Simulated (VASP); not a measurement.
# BN (Cm) in VASP: a series of runs

Runs on BN. Level: PBE. Tasks: single point.

Program: VASP 6.6.1. These are calculated values, not measurements. Logs are shortened: lines on timing, memory, paths and dates and some standing lists are left out, and cuts for length are marked.

## Step 1: The cell of the first run

It takes space group Cm (No. 8, monoclinic). The conventional cell has a = 4.441 Å, b = 2.564 Å, c = 2.564 Å, α = 90.00°, β = 125.26°, γ = 90.00°. B (site symmetry m) has 4 N at 1.47 to 1.67 Å within 2.0 Å. Within 2.0 Å of N (site symmetry m) lie 4 B at 1.47 to 1.67 Å.

## Step 2: Single point, PBE (all N atoms moved +0.125 Å, as atom 2 along Cartesian [1 1 0])

INCAR

```
PREC = Accurate ; ENCUT = 520
EDIFF = 1E-7 ; ISMEAR = 0
SIGMA = 0.05 ; LREAL = False
LASPH = True ; NELM = 60
ALGO = Normal ; ISIF = 2
LWAVE = False ; LCHARG = False
GGA = PE ; NBANDS = 11
```

KPOINTS

```
regular mesh
0
Gamma
  12 12 12
```

POSCAR

```
BN
1.0
    0.0000000000      1.8130010000      1.8130010000
    1.8130010000      0.0000000000      1.8130010000
    1.8130010000      1.8130010000      0.0000000000
B N
1 1
Direct
    0.0000000000      0.0000000000      0.0000000000
    0.7500000000      0.7500000000      0.7987525090
```

Potentials or basis: VASP PAW PBE potentials, release 64 (B, N).

On the command line:

```sh
$ cat potpaw_PBE.64/B/POTCAR potpaw_PBE.64/N/POTCAR > POTCAR
$ mpirun -np 1 vasp_std > vasp.out
```

OUTCAR:

```text
PREC = Accurate
   ENCUT = 520
   EDIFF = 1E-7
   ISMEAR = 0
   LREAL = False
   LASPH = True
   NELM = 60
   ISIF = 2
   GGA = PE

 ion  position               nearest neighbor table
   1  0.000  0.000  0.000-   2 1.47   2 1.58   2 1.58   2 1.67
   2  0.750  0.750  0.799-   1 1.47   1 1.58   1 1.58   1 1.67

  LATTYP: Found a face centered cubic cell.
 ALAT       =     3.6260020000

  Lattice vectors:

 A1 = (   0.0000000000,   1.8130010000,   1.8130010000)
 A2 = (   1.8130010000,   0.0000000000,   1.8130010000)
 A3 = (   1.8130010000,   1.8130010000,   0.0000000000)

Analysis of symmetry for initial positions (statically):
=====================================================================
 Subroutine PRICEL returns:
 Original cell was already a primitive cell.

 Routine SETGRP: Setting up the symmetry group for a
 face centered cubic supercell.

 Subroutine GETGRP returns: Found  2 space group operations
 (whereof  2 operations were pure point group operations)
 out of a pool of 48 trial point group operations.

The static configuration has the point symmetry C_1h.

Analysis of symmetry for dynamics (positions and initial velocities):
=====================================================================
 Subroutine PRICEL returns:
 Original cell was already a primitive cell.

 Routine SETGRP: Setting up the symmetry group for a
 face centered cubic supercell.

 Subroutine GETGRP returns: Found  2 space group operations
 (whereof  2 operations were pure point group operations)
 out of a pool of 48 trial point group operations.

The dynamic configuration has the point symmetry C_1h.

 Subroutine INISYM returns: Found  2 space group operations
 (whereof  2 operations are pure point group operations),
 and found     1 'primitive' translations

----------------------------------------------------------------------------------------

                                     Primitive cell

  volume of cell :      11.9186

  direct lattice vectors                    reciprocal lattice vectors
     0.000000000  1.813001000  1.813001000    -0.275785838  0.275785838  0.275785838
     1.813001000  0.000000000  1.813001000     0.275785838 -0.275785838  0.275785838
     1.813001000  1.813001000  0.000000000     0.275785838  0.275785838 -0.275785838

  length of vectors
     2.563970603  2.563970603  2.563970603     0.477675083  0.477675083  0.477675083

  position of ions in fractional coordinates (direct lattice)
     0.000000000  0.000000000  0.000000000
     0.750000000  0.750000000  0.798752509

  ion indices of the primitive-cell ions
   primitive index   ion index
                 1           1
                 2           2

----------------------------------------------------------------------------------------

 KPOINTS: regular mesh

Automatic generation of k-mesh.
 Grid dimensions read from file:
 generate k-points for:   12   12   12

 Generating k-lattice:

  Cartesian coordinates                     Fractional coordinates (reciprocal lattice)
    -0.022982153  0.022982153  0.022982153     0.083333333  0.000000000  0.000000000
     0.022982153 -0.022982153  0.022982153     0.000000000  0.083333333  0.000000000
     0.022982153  0.022982153 -0.022982153     0.000000000  0.000000000  0.083333333

  Length of vectors
     0.039806257  0.039806257  0.039806257

  Shift w.r.t. Gamma in fractional coordinates (k-lattice)
     0.000000000  0.000000000  0.000000000

 Subroutine IBZKPT returns following result:
 ===========================================

 Found    476 irreducible k-points:

 Following reciprocal coordinates:
            Coordinates               Weight
  0.000000  0.000000  0.000000      1.000000
  0.083333  0.000000  0.000000      4.000000
  0.000000  0.000000  0.083333      2.000000
  0.083333  0.083333  0.083333      2.000000
  0.166667  0.000000  0.000000      4.000000
  0.000000  0.000000  0.166667      2.000000
[... 16 lines left out ...]
  0.000000  0.166667  0.083333      4.000000
  0.083333  0.000000  0.166667      4.000000
 [... further k-points ...]
   k-points           NKPTS =    476   k-points in BZ     NKDIM =    476   number of bands    NBANDS=     11
   number of dos      NEDOS =    301   number of ions     NIONS =      2
   total plane-waves  NPLWV =   8000
   dimension x,y,z NGX =    20 NGY =   20 NGZ =   20
   dimension x,y,z NGXF=    40 NGYF=   40 NGZF=   40
   ions per type =               1   1
   NGX,Y,Z   is equivalent  to a cutoff of  12.97, 12.97, 12.97 a.u.
   NGXF,Y,Z  is equivalent  to a cutoff of  25.94, 25.94, 25.94 a.u.
 SYSTEM =  unknown system
   PREC   = accura    normal or accurate (medium, high low for compatibility)
   ISTART =      0    job   : 0-new  1-cont  2-samecut
   ICHARG =      2    charge: 1-file 2-atom 10-const
   ISPIN  =      1    spin polarized calculation?
   LNONCOLLINEAR =      F non collinear calculations
   LSORBIT =      F    spin-orbit coupling
   LASPH  =      T    aspherical Exc in radial PAW
   ENCUT  =  520.0 eV  38.22 Ry    6.18 a.u.   4.77  4.77  4.77*2*pi/ulx,y,z
   NELM   =     60;   NELMIN=  2; NELMDL= -5     # of ELM steps
   EDIFF  = 0.1E-06   stopping-criterion for ELM
   LREAL  =      F    real-space projection
   EDIFFG = 0.1E-05   stopping-criterion for IOM
   NSW    =      0    number of steps for IOM
   IBRION =     -1    ionic relax: 0-MD 1-quasi-New 2-CG
   NFREE  =      0    steps in history (QN), initial steepest desc. (CG)
   ISIF   =      2    stress and relaxation
   ISYM   =      2    0-nonsym 1-usesym 2-fastsym
   POTIM  = 0.5000    time-step for ionic-motion
   TEBEG  =    0.0;   TEEND  =   0.0 temperature during run
   PSTRESS=    0.0 pullay stress
   NELECT =       8.0000    total number of electrons
   NUPDOWN=      -1.0000    fix difference up-down
   EMIN   =  10.00;   EMAX   =-10.00  energy-range for DOS
   EFERMI =   0.00;   METHOD = LEGACY
   ISMEAR =     0;   SIGMA  =   0.05  broadening in eV -4-tet -1-fermi 0-gaus
   EFERMI_NEDOS =   21; number of points for ismear=-14 and -15
   IALGO  =     38    algorithm
   IMIX   =      4    mixing-type and parameters
     AMIX     =   0.40;   BMIX     =  1.00
     AMIX_MAG =   1.60;   BMIX_MAG =  1.00
  volume/ion in A,a.u.               =       5.96        40.22
  Fermi-wavevector in a.u.,A,eV,Ry     =   1.433387  2.708709 27.954506  2.054598
  Thomas-Fermi vector in A             =   2.552911
   LORBIT       =      0    0 simple, 1 ext, 2 COOP (PROOUT), +10 PAW based schemes
   GGA     = PE    functional components
   LHFCALC =     F    Hartree Fock is set to
   AEXX    =    0.0000 exact exchange contribution
   IVDW    =     0    specifies the selected vdW correction
   LEPSILON=     F    determine dielectric tensor
   LRPA    =     F    only Hartree local field effects (RPA)
 non-spin polarized calculation
 Gauss-broadening in eV      SIGMA  =   0.05
  energy-cutoff  :      520.00
  volume of cell :       11.92
 maximum number of plane-waves:       332
   NGX =  9   NGY =  9   NGZ =  9

 number of electron       7.9999999 magnetization

 Free energy of the ion-electron system (eV)
  ---------------------------------------------------
  ext. energy  EPLUGINS =         0.00000000
  ---------------------------------------------------
  free energy    TOTEN  =       -17.26632170 eV

  energy without entropy =      -17.26632170  energy(sigma->0) =      -17.26632170

 E-fermi :   8.5095     XC(G=0): -12.7767

 val. band max:        8.2206592900   @ k =   0.0000   0.0000   0.0000
 cond. band min:      11.5338215306   @ k =   0.5000   0.5000   0.0000
 fundamental gap:      3.3131622407
 Fermi energy:         8.5095448264

 k-point     1 :       0.0000    0.0000    0.0000
  band No.  band energies     occupation
      1     -12.8496      2.00000
      2       6.0781      2.00000
      3       7.3612      2.00000
      4       8.2207      2.00000
      5      15.4358      0.00000
      6      15.9228      0.00000
      7      16.9516      0.00000
      8      17.7256      0.00000
      9      31.7079      0.00000
     10      34.4988      0.00000
     11      34.9356      0.00000

 k-point     2 :       0.0833    0.0000    0.0000
  band No.  band energies     occupation
      1     -12.6823      2.00000
      2       5.7182      2.00000
      3       6.7208      2.00000
      4       7.9939      2.00000
      5      15.5034      0.00000
      6      16.1968      0.00000
      7      17.3523      0.00000
      8      18.2468      0.00000
      9      31.4263      0.00000
     10      32.6239      0.00000
     11      32.9818      0.00000

 k-point     3 :       0.0000    0.0000    0.0833
  band No.  band energies     occupation
      1     -12.6805      2.00000
      2       5.9035      2.00000
      3       7.2076      2.00000
      4       7.2173      2.00000
      5      15.8652      0.00000
      6      16.0879      0.00000
      7      17.2742      0.00000
      8      18.0739      0.00000
      9      31.5135      0.00000
     10      32.9731      0.00000
     11      33.1270      0.00000

 k-point     4 :       0.0833    0.0833    0.0833
  band No.  band energies     occupation
      1     -12.6844      2.00000
      2       5.3550      2.00000
      3       7.1361      2.00000
      4       7.9955      2.00000
      5      15.6711      0.00000
      6      16.3136      0.00000
      7      16.7900      0.00000
      8      18.5555      0.00000
      9      31.4532      0.00000
     10      32.3992      0.00000
     11      32.5651      0.00000
[... 239 lines left out ...]
 k-point    22 :       0.1667    0.0833    0.0000
  band No.  band energies     occupation
      1     -12.2418      2.00000
      2       4.6016      2.00000
      3       5.8956      2.00000
      4       7.2307      2.00000
      5      15.3887      0.00000
      6      17.1978      0.00000
      7      17.9003      0.00000
      8      19.4561      0.00000
      9      28.4039      0.00000
     10      32.5659      0.00000
     11      33.8009      0.00000

 k-point    23 :       0.0000    0.1667    0.0833
  band No.  band energies     occupation
      1     -12.2421      2.00000
      2       4.5874      2.00000
      3       5.6611      2.00000
      4       7.5198      2.00000
      5      15.4026      0.00000
      6      16.8316      0.00000
      7      18.3246      0.00000
      8      19.4576      0.00000
      9      28.3369      0.00000
     10      32.5559      0.00000
     11      33.6031      0.00000

 k-point    24 :       0.0833    0.0000    0.1667
  band No.  band energies     occupation
      1     -12.2371      2.00000
      2       5.0494      2.00000
      3       5.8249      2.00000
      4       6.7098      2.00000
      5      15.6327      0.00000
      6      17.1547      0.00000
      7      18.0483      0.00000
      8      19.0590      0.00000
      9      28.4894      0.00000
     10      32.7620      0.00000
     11      34.2044      0.00000

 [... further k-points ...]

------------------------ aborting loop because EDIFF is reached ----------------------------------------

  FORCE on cell =-STRESS in cart. coord.  units (eV):
  Direction    XX          YY          ZZ          XY          YZ          ZX
  --------------------------------------------------------------------------------------
  -------------------------------------------------------------------------------------
  Total        0.2919114      0.2919114      0.3754433      0.3588773      0.1443327      0.1443327
  in kB       39.2407744     39.2407744     50.4697109     48.2427983     19.4022095     19.4022143
  external PRESSURE =      42.9837533 kB  Pullay stress =       0.0000000 kB

 VOLUME and BASIS-vectors are now :
 -----------------------------------------------------------------------------
  energy-cutoff  :      520.00
  volume of cell :       11.92
      direct lattice vectors                 reciprocal lattice vectors
     0.000000000  1.813001000  1.813001000    -0.275785838  0.275785838  0.275785838
     1.813001000  0.000000000  1.813001000     0.275785838 -0.275785838  0.275785838
     1.813001000  1.813001000  0.000000000     0.275785838  0.275785838 -0.275785838

 POSITION                                       TOTAL-FORCE (eV/Angst)
 -----------------------------------------------------------------------------------
      0.00000      0.00000      0.00000         2.084025      2.084025      0.736683
      2.80789      2.80789      2.71950        -2.084025     -2.084025     -0.736683
 -----------------------------------------------------------------------------------
    total drift:                               -0.000049     -0.000049     -0.000029

  FREE ENERGIE OF THE ION-ELECTRON SYSTEM (eV)
  ---------------------------------------------------
  free  energy   TOTEN  =       -17.2663217009 eV

  energy  without entropy=      -17.2663217009  energy(sigma->0) =      -17.26632170
```

Wall time 43 s (1 thread of AMD EPYC 9R45 (Zen 5), shared host); peak memory 0.13 GiB.

Results:

| Quantity | Value |
| --- | --- |
| Free energy | -17.2663 eV |
| Pressure | 4.3 GPa |
| Largest force | 3.038 eV/Å |
| Band gap on the k mesh | 3.31 eV, indirect (least direct gap 7.22 eV) |

Forces on the atoms (eV/Å):
```
B    2.084  2.084  0.737
N   -2.084 -2.084 -0.737
```

Levels at points of the mesh, in eV from the valence-band top:
```tsv
k point	band 1	band 2	band 3	band 4	band 5	band 6	band 7	band 8
(0.00, 0.00, 0.00)	-21.07	-2.14	-0.86	0.00	7.22	7.70	8.73	9.50
(0.50, 0.00, 0.00)	-16.92	-11.54	-3.75	-1.89	7.74	9.12	11.77	14.17
(0.00, 0.00, 0.50)	-16.89	-11.27	-3.66	-2.46	8.39	8.88	10.68	13.56
(0.50, 0.50, 0.50)	-16.96	-11.81	-3.16	-2.18	8.55	9.69	11.07	14.68
(0.50, 0.50, 0.00)	-15.61	-9.86	-5.79	-5.58	3.31	7.86	16.85	17.64
(0.00, 0.50, 0.50)	-15.57	-9.83	-6.15	-5.41	3.43	8.05	16.42	17.84
```

Caveat: the cell differs from its parent crystal (all N atoms moved +0.125 Å, as atom 2 along Cartesian [1 1 0]); forces of over 1 eV/Å act on the atoms, so gaps and moduli don't describe the material at rest. A k mesh can miss the band edges.

## Step 3: Single point, PBE (all N atoms moved +0.062 Å, as atom 2 along Cartesian [1 1 0])

INCAR

```
ALGO = Normal
EDIFF = 1E-6
ENCUT = 520
GGA = PE
ISIF = 2
ISMEAR = 0
LASPH = True
LCHARG = False
LREAL = False
LWAVE = False
NBANDS = 11
NELM = 100
PREC = Accurate
SIGMA = 0.05
```

KPOINTS

```
k-points
0
Gamma
  12 12 12
```

POSCAR, as its differences from that of step 2:

```diff
@@ -9,2 +9,2 @@
     0.0000000000      0.0000000000      0.0000000000
-    0.7500000000      0.7500000000      0.7987525090
+    0.7500000000      0.7500000000      0.7743762545
```

Potentials or basis: VASP PAW PBE potentials, release 64 (B, N).

On the command line:

```sh
$ cat potpaw_PBE.64/B/POTCAR potpaw_PBE.64/N/POTCAR > POTCAR
$ mpirun -np 1 vasp_std > vasp.out
```

Wall time 42 s (1 thread of AMD EPYC 9R45 (Zen 5), shared host); peak memory 0.13 GiB.

Results (log left out):

- Free energy: -17.4047 eV
- Pressure: 0.9 GPa
- Largest force: 1.491 eV/Å
- Band gap on the k mesh: 3.88 eV, indirect (least direct gap 7.86 eV)

Forces on the atoms (eV/Å):
```
B    1.046  1.046  0.184
N   -1.046 -1.046 -0.184
```

Stress tensor (GPa, compression positive):
```
0.86 1.22 0.89
1.22 0.86 0.89
0.89 0.89 1.12
```

Levels at points of the mesh, in eV from the valence-band top:
```csv
k point,band 2,band 3,band 4,band 5,band 6,band 7
"(0.00, 0.00, 0.00)",-1.11,-0.50,0.00,7.86,8.22,8.75
"(0.50, 0.00, 0.00)",-11.13,-2.91,-1.96,9.01,9.67,11.12
"(0.00, 0.00, 0.50)",-10.99,-2.83,-2.25,9.42,9.47,10.57
"(0.50, 0.50, 0.50)",-11.26,-2.60,-2.09,9.34,9.99,10.81
"(0.50, 0.50, 0.00)",-9.40,-5.38,-5.32,3.88,8.55,17.26
"(0.00, 0.50, 0.50)",-9.38,-5.56,-5.18,3.91,8.61,16.97
```

Caveat: the cell differs from its parent crystal (all N atoms moved +0.062 Å, as atom 2 along Cartesian [1 1 0]); forces of over 1 eV/Å act on the atoms, so gaps and moduli don't describe the material at rest. A k mesh can miss the band edges.
